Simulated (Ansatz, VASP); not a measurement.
This is a calculation of Ba for Ansatz 0.2.0.

File input.yaml:

```yaml
crystal:
  lattice:
    - [-2.5065, 2.5065, 2.5065]
    - [2.5065, -2.5065, 2.5065]
    - [2.5065, 2.5065, -2.5065]
  atoms:
    - { symbol: Ba, position: [0.0, 0.0, 0.0] }
kpoints:
  mp_grid: { grid: [5, 5, 5] }
scf:
  occupations: { method: fermi_dirac, width: 0.04 }
hamiltonian:
  xc: pbe
  pseudopotentials: { kind: all_electron, lapw: { basis_error: 0.002 } }
output:
  forces: true
  stress: true
  eigenvalues: true
```

Potentials or basis: all-electron LAPW, scalar-relativistic.

The run is started by

```console
$ ansatz run input.yaml --threads 1 --pin off --max-ram 3072MiB --backend cpu --events-out ev --progress --plain --runs-dir out
```

Problem. Translate it to VASP 6.6.1. Potentials there: VASP PAW PBE potentials, release 64 (Ba_sv).

Solution. As run (the cutoff follows the program's own potentials):

Contents of INCAR:

```
ALGO = Normal
EDIFF = 1E-7
ENCUT = 520
GGA = PE
ISIF = 2
ISMEAR = -1
LASPH = True
LCHARG = False
LREAL = False
LWAVE = False
NBANDS = 11
NELM = 60
PREC = Accurate
SIGMA = 0.04
```

KPOINTS

```
k-points
0
Gamma
  5 5 5
```

POSCAR

```
Ba
1.0
   -2.5065000000      2.5065000000      2.5065000000
    2.5065000000     -2.5065000000      2.5065000000
    2.5065000000      2.5065000000     -2.5065000000
Ba
1
Direct
    0.0000000000      0.0000000000      0.0000000000
```

Potentials or basis: VASP PAW PBE potentials, release 64 (Ba_sv).

Run with:

```console
$ cat potpaw_PBE.64/Ba_sv/POTCAR > POTCAR
$ mpirun -np 1 vasp_std > vasp.out
```

Both were run:

|  | VASP | Ansatz | Ansatz less VASP |
| --- | --- | --- | --- |
| gap on the k mesh at the Fermi level (eV) | none | none | - |
| pressure (GPa) | -0.1 | -0.1 | -0.04 |

A gap of «none» marks a metal or a gap that the smearing closes. Ansatz ran all-electron here, and VASP with PAW potentials.

Neither program's run includes spin-orbit coupling. Noted on Ansatz's run: the k mesh is thin for a metal, which can move the energy by tens of meV per atom.
